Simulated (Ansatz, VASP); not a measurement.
**In3SbTe2: VASP beside Ansatz**

INCAR

```
SYSTEM = In3SbTe2
ALGO     = Normal         ! electronic algorithm
EDIFF    = 1E-6           ! SCF threshold, eV
ENCUT    = 520            ! plane-wave cutoff, eV
GGA      = PE             ! functional
ISIF     = 2              ! what is computed and relaxed
ISMEAR   = 0              ! smearing method
LASPH    = .TRUE.         ! aspherical terms in the spheres
LCHARG   = .TRUE.         ! write CHGCAR
LELF     = .TRUE.         ! ELF
LREAL    = .FALSE.        ! projectors in reciprocal space
LVHAR    = .TRUE.       
LWAVE    = .FALSE.        ! write WAVECAR
NBANDS   = 37             ! bands
NELM     = 80             ! most SCF steps
PREC     = Accurate       ! precision mode
SIGMA    = 0.1            ! smearing width, eV
```

KPOINTS

```
k-points
0
G
  3 3 4
  0 0 0
```

Contents of POSCAR:

```
In3SbTe2
1.0
    6.3161457400      0.0000000000      0.0000000000
   -3.1580728700      5.4699426700      0.0000000000
    0.0000000000      0.0000000000      6.0090670600
In Sb Te
3 1 2
Direct
    0.5000000000      0.0000000000      0.9191321800
    0.0000000000      0.5000000000      0.9191321800
    0.5000000000      0.5000000000      0.9191321800
    0.0000000000      0.0000000000      0.2407854200
    0.3333333300      0.6666666700      0.1837117300
    0.6666666700      0.3333333300      0.1837117300
```

Input for Ansatz:

```yaml
crystal:
  lattice:
    - [6.31614574, 0.0, 0.0]
    - [-3.15807287, 5.46994267, 0.0]
    - [0.0, 0.0, 6.00906706]
  atoms:
    - { symbol: In, position: [0.5, 0.0, 0.91913218] }
    - { symbol: In, position: [0.0, 0.5, 0.91913218] }
    - { symbol: In, position: [0.5, 0.5, 0.91913218] }
    - { symbol: Sb, position: [0.0, 0.0, 0.24078542] }
    - { symbol: Te, position: [0.33333333, 0.66666667, 0.18371173] }
    - { symbol: Te, position: [0.66666667, 0.33333333, 0.18371173] }
basis:
  ecutwfc: 420
kpoints:
  mp_grid: { grid: [3, 3, 4] }
hamiltonian:
  xc: pbe
scf:
  occupations: { method: gaussian, width: 0.1 }
  lower_state_search: "off"
output:
  forces: true
  stress: true
  eigenvalues: true
```

Alike in both runs: task single point; functional PBE; k mesh 3 × 3 × 4; occupations gaussian, width 0.1 eV; no spin polarisation.

```csv
,VASP,Ansatz
version,VASP 6.6.1,Ansatz 0.2.0
potentials or method,"VASP PAW PBE potentials, release 64 (In_d, Sb, Te), cutoff 520 eV","scalar-relativistic, plane waves, PAW"
valence electrons in the cell,56,86
```

Ansatz gave:

| Property | Result |
| --- | --- |
| gap on the k mesh at the Fermi level (eV) | none |
| pressure (GPa) | 21.8 |
| traceless stress, the component that is largest in VASP (GPa) | 5.40 |
| rms of the force components (eV/Å) | 4.984 |

Question: Which values does VASP return?

Answer: gap on the k mesh at the Fermi level (eV): none; pressure (GPa): 21.8; traceless stress, the component that is largest in VASP (GPa): 5.34; rms of the force components (eV/Å): 4.995.

Atom by atom the forces differ by 0.012 eV/Å (rms over components). A gap of «none» marks a metal or a gap that the smearing closes. VASP's potentials hold 56 valence electrons a cell and Ansatz's 86, so a difference there can come from the potentials and not from the codes.

The k mesh is coarse, so the values compare programs but aren't converged. Spin-orbit coupling is off throughout.
